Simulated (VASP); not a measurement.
# CaB2 (P6/mmm) in VASP: settings compared

The runs below take CaB2 through single point, relaxation of cell and atoms, with PBE-based screened hybrid with 50 % exact exchange, r2SCAN.

Everything below comes from runs of VASP 6.6.1. Logs are shortened: lines on timing, memory, paths and dates and some standing lists are left out, and cuts for length are marked.

### 1 The cell of the first run

The structure is hexagonal, space group P6/mmm (No. 191). Conventional cell: a = 3.226 Å, b = 3.226 Å, c = 4.067 Å, α = 90.00°, β = 90.00°, γ = 120.00°. Within 3.6 Å of Ca (site symmetry 6/mmm) lie 12 B at 2.76 Å and 6 Ca at 3.23 Å. Within 2.5 Å of B (site symmetry -6m2) lie 3 B at 1.86 Å.

### 2 Single point, PBE-based screened hybrid with 50 % exact exchange

POSCAR

```
CaB2
1.0
    3.2264302843      0.0000000000      0.0000000000
   -1.6132151421      2.7941705897      0.0000000000
    0.0000000000      0.0000000000      4.0673920000
Ca B
1 2
Direct
    0.0000000000      0.0000000000      0.0000000000
    0.6666666667      0.3333333333      0.5000000000
    0.3333333333      0.6666666667      0.5000000000
```

INCAR.step1

```
PREC = Accurate ; ENCUT = 520
EDIFF = 1E-5 ; ISMEAR = -1
SIGMA = 0.05 ; LREAL = False
LASPH = True ; NELM = 60
ALGO = Normal ; ISIF = 2
LWAVE = True ; LCHARG = False
GGA = PE ; NBANDS = 15
```

INCAR.step2

```
PREC = Accurate ; ENCUT = 520
EDIFF = 1E-6 ; ISMEAR = -1
SIGMA = 0.05 ; LREAL = False
LASPH = True ; NELM = 60
ALGO = Normal ; ISIF = 2
LWAVE = False ; LCHARG = False
GGA = PE ; LHFCALC = True
AEXX = 0.5 ; HFSCREEN = 0.2078699
PRECFOCK = Normal ; ISTART = 1
NBANDS = 15
```

KPOINTS

```
Automatic mesh
0
Gamma
  5 5 4
```

Potentials or basis: VASP PAW PBE potentials, release 64 (Ca_sv, B).

Launch:

```sh
cat potpaw_PBE.64/Ca_sv/POTCAR potpaw_PBE.64/B/POTCAR > POTCAR
cp INCAR.step1 INCAR
mpirun -np 1 vasp_std > vasp.out
cp INCAR.step2 INCAR
mpirun -np 1 vasp_std > vasp.out
```

OUTCAR:

```text
PREC = Accurate
   ENCUT = 520
   EDIFF = 1E-6
   ISMEAR = -1
   LREAL = False
   LASPH = True
   NELM = 60
   ISIF = 2
   GGA = PE
   LHFCALC = True
   AEXX = 0.5
   HFSCREEN = 0.2078699
   PRECFOCK = Normal
   ISTART = 1

 ion  position               nearest neighbor table
   1  0.000  0.000  0.000-
   2  0.667  0.333  0.500-   3 1.86   3 1.86   3 1.86
   3  0.333  0.667  0.500-   2 1.86   2 1.86   2 1.86

  LATTYP: Found a hexagonal cell.
 ALAT       =     3.2264302843
 C/A-ratio  =     1.2606477257

  Lattice vectors:

 A1 = (   3.2264302843,   0.0000000000,   0.0000000000)
 A2 = (  -1.6132151421,   2.7941705897,   0.0000000000)
 A3 = (   0.0000000000,   0.0000000000,   4.0673920000)

Analysis of symmetry for initial positions (statically):
=====================================================================
 Subroutine PRICEL returns:
 Original cell was already a primitive cell.

 Routine SETGRP: Setting up the symmetry group for a
 hexagonal supercell.

 Subroutine GETGRP returns: Found 24 space group operations
 (whereof 24 operations were pure point group operations)
 out of a pool of 24 trial point group operations.

The static configuration has the point symmetry D_6h.

Analysis of symmetry for dynamics (positions and initial velocities):
=====================================================================
 Subroutine PRICEL returns:
 Original cell was already a primitive cell.

 Routine SETGRP: Setting up the symmetry group for a
 hexagonal supercell.

 Subroutine GETGRP returns: Found 24 space group operations
 (whereof 24 operations were pure point group operations)
 out of a pool of 24 trial point group operations.

The dynamic configuration has the point symmetry D_6h.

 Subroutine INISYM returns: Found 24 space group operations
 (whereof 24 operations are pure point group operations),
 and found     1 'primitive' translations

----------------------------------------------------------------------------------------

                                     Primitive cell

  volume of cell :      36.6683

  direct lattice vectors                    reciprocal lattice vectors
     3.226430284  0.000000000  0.000000000     0.309940061  0.178943978  0.000000000
    -1.613215142  2.794170590  0.000000000     0.000000000  0.357887956  0.000000000
     0.000000000  0.000000000  4.067392000     0.000000000  0.000000000  0.245857788

  length of vectors
     3.226430284  3.226430284  4.067392000     0.357887956  0.357887956  0.245857788

  position of ions in fractional coordinates (direct lattice)
     0.000000000  0.000000000  0.000000000
     0.666666667  0.333333333  0.500000000
     0.333333333  0.666666667  0.500000000

  ion indices of the primitive-cell ions
   primitive index   ion index
                 1           1
                 2           2
                 3           3

----------------------------------------------------------------------------------------

 KPOINTS: Automatic mesh

Automatic generation of k-mesh.
 Grid dimensions read from file:
 generate k-points for:    5    5    4

 Generating k-lattice:

  Cartesian coordinates                     Fractional coordinates (reciprocal lattice)
     0.061988012  0.035788796  0.000000000     0.200000000  0.000000000  0.000000000
     0.000000000  0.071577591  0.000000000     0.000000000  0.200000000  0.000000000
     0.000000000  0.000000000  0.061464447     0.000000000  0.000000000  0.250000000

  Length of vectors
     0.071577591  0.071577591  0.061464447

  Shift w.r.t. Gamma in fractional coordinates (k-lattice)
     0.000000000  0.000000000  0.000000000

 Subroutine IBZKPT returns following result:
 ===========================================

 Found     15 irreducible k-points:

 Following reciprocal coordinates:
            Coordinates               Weight
  0.000000  0.000000  0.000000      1.000000
  0.200000 -0.000000  0.000000      6.000000
  0.400000  0.000000  0.000000      6.000000
  0.200000  0.200000  0.000000      6.000000
  0.400000  0.200000  0.000000      6.000000
  0.000000  0.000000  0.250000      2.000000
  0.200000 -0.000000  0.250000     12.000000
  0.400000  0.000000  0.250000     12.000000
  0.200000  0.200000  0.250000     12.000000
  0.400000  0.200000  0.250000     12.000000
  0.000000  0.000000  0.500000      1.000000
  0.200000 -0.000000  0.500000      6.000000
  0.400000  0.000000  0.500000      6.000000
  0.200000  0.200000  0.500000      6.000000
  0.400000  0.200000  0.500000      6.000000
   k-points           NKPTS =     15   k-points in BZ     NKDIM =    100   number of bands    NBANDS=     15
   number of dos      NEDOS =    301   number of ions     NIONS =      3
   total plane-waves  NPLWV =  17280
   dimension x,y,z NGX =    24 NGY =   24 NGZ =   30
   dimension x,y,z NGXF=    48 NGYF=   48 NGZF=   60
   ions per type =               1   2
   NGX,Y,Z   is equivalent  to a cutoff of  12.37, 12.37, 12.26 a.u.
   NGXF,Y,Z  is equivalent  to a cutoff of  24.73, 24.73, 24.52 a.u.
 SYSTEM =  unknown system
   PREC   = accura    normal or accurate (medium, high low for compatibility)
   ISTART =      1    job   : 0-new  1-cont  2-samecut
   ICHARG =      0    charge: 1-file 2-atom 10-const
   ISPIN  =      1    spin polarized calculation?
   LNONCOLLINEAR =      F non collinear calculations
   LSORBIT =      F    spin-orbit coupling
   LASPH  =      T    aspherical Exc in radial PAW
   ENCUT  =  520.0 eV  38.22 Ry    6.18 a.u.   6.00  6.00  7.56*2*pi/ulx,y,z
   NELM   =     60;   NELMIN=  2; NELMDL=  0     # of ELM steps
   EDIFF  = 0.1E-05   stopping-criterion for ELM
   LREAL  =      F    real-space projection
   EDIFFG = 0.1E-04   stopping-criterion for IOM
   NSW    =      0    number of steps for IOM
   IBRION =     -1    ionic relax: 0-MD 1-quasi-New 2-CG
   NFREE  =      0    steps in history (QN), initial steepest desc. (CG)
   ISIF   =      2    stress and relaxation
   ISYM   =      3    0-nonsym 1-usesym 2-fastsym
   POTIM  = 0.5000    time-step for ionic-motion
   TEBEG  =    0.0;   TEEND  =   0.0 temperature during run
   PSTRESS=    0.0 pullay stress
   NELECT =      16.0000    total number of electrons
   NUPDOWN=      -1.0000    fix difference up-down
   EMIN   =  10.00;   EMAX   =-10.00  energy-range for DOS
   EFERMI =   0.00;   METHOD = LEGACY
   ISMEAR =    -1;   SIGMA  =   0.05  broadening in eV -4-tet -1-fermi 0-gaus
   EFERMI_NEDOS =   21; number of points for ismear=-14 and -15
   IALGO  =     38    algorithm
   IMIX   =      1    mixing-type and parameters
     AMIX     =   0.40;   BMIX     =  1.00
     AMIX_MAG =   1.60;   BMIX_MAG =  1.00
  volume/ion in A,a.u.               =      12.22        82.48
  Fermi-wavevector in a.u.,A,eV,Ry     =   1.241703  2.346479 20.977823  1.541826
  Thomas-Fermi vector in A             =   2.376089
   LORBIT       =      0    0 simple, 1 ext, 2 COOP (PROOUT), +10 PAW based schemes
   GGA     = PE    functional components
   LHFCALC =     T    Hartree Fock is set to
   PRECFOCK=normal    Normal, Fast or Accurate (Low or Medium for compatibility)
   ENCUT4O =  -1.0   cutoff for four orbital integrals eV
   NKREDX  =     1    reduce k-point grid by
   NKREDY  =     1    reduce k-point grid by
   NKREDZ  =     1    reduce k-point grid by
   AEXX    =    0.5000 exact exchange contribution
   HFSCREEN=    0.2079 screening length (either q_TF or 0.3 A-1)
   HFSCREENC=   0.2079 screening length for correlation (either q_TF or 0.3 A-1)
   ENCUTFOCK=  -1.0 apply spherical cutoff to Coloumb kernel
   IVDW    =     0    specifies the selected vdW correction
   LEPSILON=     F    determine dielectric tensor
   LRPA    =     F    only Hartree local field effects (RPA)
 non-spin polarized calculation
  energy-cutoff  :      520.00
  volume of cell :       36.67
 maximum number of plane-waves:      1000
 NGX is ok and might be reduce to    24
  NGX = 18; NGY = 18; NGZ = 24

 number of electron      16.0000004 magnetization

 Free energy of the ion-electron system (eV)
  ---------------------------------------------------
  ext. energy  EPLUGINS =         0.00000000
  ---------------------------------------------------
  free energy    TOTEN  =       -18.23503017 eV

  energy without entropy =      -18.23402241  energy(sigma->0) =      -18.23452629

 E-fermi :   4.7341     XC(G=0):  -6.9994

 val. band max:        4.5948828735   @ k =   0.0000   0.0000   0.0000
 cond. band min:       4.9113626952   @ k =   0.0000   0.0000   0.2500
 fundamental gap:      0.3164798217
 Fermi energy:         4.7341379747

 k-point     1 :       0.0000    0.0000    0.0000
  band No.  band energies     occupation
      1     -42.2805      2.00000
      2     -20.3535      2.00000
      3     -20.1193      2.00000
      4     -20.1193      2.00000
      5      -9.1194      2.00000
      6       1.7421      2.00000
      7       4.5949      1.88373
      8       4.5949      1.88373
      9       5.7488      0.00000
     10      12.1420      0.00000
     11      12.1420      0.00000
     12      13.0642      0.00000
     13      13.1447      0.00000
     14      13.1447      0.00000
     15      13.1678      0.00000

 k-point     2 :       0.2000   -0.0000    0.0000
  band No.  band energies     occupation
      1     -42.2400      2.00000
      2     -20.4207      2.00000
      3     -20.2854      2.00000
      4     -20.1829      2.00000
      5      -8.2850      2.00000
      6       1.7783      2.00000
      7       1.9368      2.00000
      8       3.6829      2.00000
      9       6.5822      0.00000
     10      10.3318      0.00000
     11      12.1127      0.00000
     12      12.3592      0.00000
     13      12.6206      0.00000
     14      13.1433      0.00000
     15      14.8891      0.00000
[... 203 lines left out ...]
      3     -20.3282      2.00000
      4     -20.3274      2.00000
      5      -6.3284      2.00000
      6      -0.5831      2.00000
      7       1.1622      2.00000
      8       1.3596      2.00000
      9       6.1995      0.00000
     10      11.5915      0.00000
     11      12.7935      0.00000
     12      13.1346      0.00000
     13      13.1860      0.00000
     14      15.4121      0.00000
     15      15.9170      0.00000

 k-point    15 :       0.4000    0.2000    0.5000
  band No.  band energies     occupation
      1     -42.1484      2.00000
      2     -20.8142      2.00000
      3     -20.4640      2.00000
      4     -20.2495      2.00000
      5      -4.7642      2.00000
      6      -3.0534      2.00000
      7       0.3769      2.00000
      8       3.5074      2.00000
      9       4.2893      1.99973
     10      12.2641      0.00000
     11      13.3123      0.00000
     12      13.8262      0.00000
     13      14.2563      0.00000
     14      14.5089      0.00000
     15      14.5608      0.00000

------------------------ aborting loop because EDIFF is reached ----------------------------------------

  FORCE on cell =-STRESS in cart. coord.  units (eV):
  Direction    XX          YY          ZZ          XY          YZ          ZX
  --------------------------------------------------------------------------------------
  -------------------------------------------------------------------------------------
  Total       -0.1711290     -0.1711290     -0.1994722     -0.0000000     -0.0000000      0.0000000
  in kB       -7.4772662     -7.4772662     -8.7156884     -0.0000000     -0.0000000      0.0000000
  external PRESSURE =      -7.8900736 kB  Pullay stress =       0.0000000 kB

 VOLUME and BASIS-vectors are now :
 -----------------------------------------------------------------------------
  energy-cutoff  :      520.00
  volume of cell :       36.67
      direct lattice vectors                 reciprocal lattice vectors
     3.226430284  0.000000000  0.000000000     0.309940061  0.178943978  0.000000000
    -1.613215142  2.794170590  0.000000000     0.000000000  0.357887956  0.000000000
     0.000000000  0.000000000  4.067392000     0.000000000  0.000000000  0.245857788

 POSITION                                       TOTAL-FORCE (eV/Angst)
 -----------------------------------------------------------------------------------
      0.00000      0.00000      0.00000        -0.000000     -0.000000     -0.000000
      1.61322      0.93139      2.03370         0.000000      0.000000      0.000000
     -0.00000      1.86278      2.03370        -0.000000     -0.000000     -0.000000
 -----------------------------------------------------------------------------------
    total drift:                               -0.000000     -0.000000     -0.000000

  FREE ENERGIE OF THE ION-ELECTRON SYSTEM (eV)
  ---------------------------------------------------
  free  energy   TOTEN  =       -18.2350301705 eV

  energy  without entropy=      -18.2340224096  energy(sigma->0) =      -18.23452629
```

It took 12 min on 1 thread of AMD EPYC 7R43 (Zen 3), shared host; peak memory 0.23 GiB.

What came out:

* Free energy: -18.2350 eV
* Pressure: -0.8 GPa
* Band gap on the k mesh: zero (bands 8 and 9 overlap by 0.98 eV)

Levels at points of the mesh, in eV from the Fermi level:
```
           k point  band 6  band 7  band 8  band 9  band 10  band 11
(0.00, 0.00, 0.00)   -2.99   -0.14   -0.14    1.01     7.41     7.41
(0.00, 0.00, 0.50)   -6.58    0.54    0.54    5.04     5.63     5.63
```

Caveat: the k points lie up to 0.45 Å⁻¹ apart, too coarse for converged energies and pressures of a metal; the PAW data sets were made with another functional, which shifts forces and pressure a little.

### 3 Relaxation of cell and atoms, r2SCAN, target pressure 30 GPa, at which the enthalpy is minimised

POSCAR is that of step 2.

INCAR.step1

```
SYSTEM = CaB2
ALGO     = Normal         ! electronic algorithm
EDIFF    = 1E-4           ! SCF threshold, eV
ENCUT    = 600            ! plane-wave cutoff, eV
GGA      = PE             ! functional
ISMEAR   = -1             ! smearing method
LASPH    = .TRUE.         ! aspherical terms in the spheres
LCHARG   = .FALSE.        ! write CHGCAR
LREAL    = .FALSE.        ! projectors in reciprocal space
LWAVE    = .TRUE.         ! write WAVECAR
NELM     = 80             ! most SCF steps
PREC     = Accurate       ! precision mode
SIGMA    = 0.05           ! smearing width, eV
```

INCAR.step2

```
SYSTEM = CaB2
ALGO     = Normal         ! electronic algorithm
EDIFF    = 1E-6           ! SCF threshold, eV
EDIFFG   = -0.01          ! ionic threshold
ENCUT    = 600            ! plane-wave cutoff, eV
IBRION   = 2              ! ionic algorithm
ISIF     = 3              ! what is computed and relaxed
ISMEAR   = -1             ! smearing method
ISTART   = 1            
LASPH    = .TRUE.         ! aspherical terms in the spheres
LCHARG   = .FALSE.        ! write CHGCAR
LMIXTAU  = .TRUE.       
LREAL    = .FALSE.        ! projectors in reciprocal space
LWAVE    = .FALSE.        ! write WAVECAR
METAGGA  = R2SCAN         ! meta-GGA
NELM     = 80             ! most SCF steps
NSW      = 60             ! ionic steps
PREC     = Accurate       ! precision mode
PSTRESS  = 300.0        
SIGMA    = 0.05           ! smearing width, eV
```

KPOINTS

```
k-points
0
G
  9 9 7
  0 0 0
```

Potentials or basis: VASP PAW PBE potentials, release 64 (Ca_sv, B).

Launch:

```sh
cat potpaw_PBE.64/Ca_sv/POTCAR potpaw_PBE.64/B/POTCAR > POTCAR
cp INCAR.step1 INCAR
mpirun -np 1 vasp_std > vasp.out
cp INCAR.step2 INCAR
mpirun -np 1 vasp_std > vasp.out
```

Wall time 15 min (1 thread of Oxide Virtual Turin-like, shared host); peak memory 0.17 GiB.

The run converged. Its results:

| Property | Result |
| --- | --- |
| Free energy | -21.8319 eV |
| Relaxed volume | 10.28 Å³/atom |
| Relaxed cell | a = 3.041 Å, b = 3.041 Å, c = 3.852 Å, α = 90.00°, β = 90.00°, γ = 120.00° |
| Space group after relaxing (to 0.1 Å) | P6/mmm (No. 191) |
| Energy change on relaxing (the run minimises the enthalpy) | +159.8 meV/atom |
| Ionic steps | 11 |
| Pressure after relaxing | 30.0 GPa |
| Band gap on the k mesh | zero (bands 8 and 9 overlap by 1.58 eV) |

Step by step:
```csv
step,energy change (eV),largest force (eV/Å),pressure (GPa),volume (Å³)
1,0.0000,0.0000,0.20,36.67
2,2.1251,0.0000,81.98,25.88
3,0.4485,0.0000,28.78,31.02
4,0.4759,0.0000,29.85,30.87
5,0.4965,0.0000,30.65,30.76
6,0.4649,0.0000,29.41,30.93
7,0.4779,0.0000,29.92,30.86
8,0.4776,0.0000,29.93,30.86
9,0.4712,0.0000,29.67,30.89
10,0.4772,0.0000,29.90,30.86
11,0.4795,0.0000,29.98,30.85
```

Final structure:
```
CELL_PARAMETERS angstrom
3.04114 0.00000 0.00000
-1.52057 2.63371 0.00000
0.00000 0.00000 3.85169
ATOMIC_POSITIONS crystal
Ca 0.00000 0.00000 0.00000
B 0.66667 0.33333 0.50000
B 0.33333 0.66667 0.50000
```

Levels at points of the mesh, in eV from the Fermi level:
```tsv
k point	band 5	band 6	band 7	band 8	band 9	band 10	band 11	band 12
(0.00, 0.00, 0.00)	-11.88	-1.96	0.44	0.44	0.79	6.39	6.39	7.35
```

Caveat: the cell is relaxed towards a set pressure, so the run minimises the enthalpy, not the energy; the volume moved by over 15 % at a fixed basis, so the end points are rough; the PAW data sets were made with another functional, which shifts forces and pressure a little.

The gap in the log of VASP goes by the Fermi energy; the results here count the filled bands.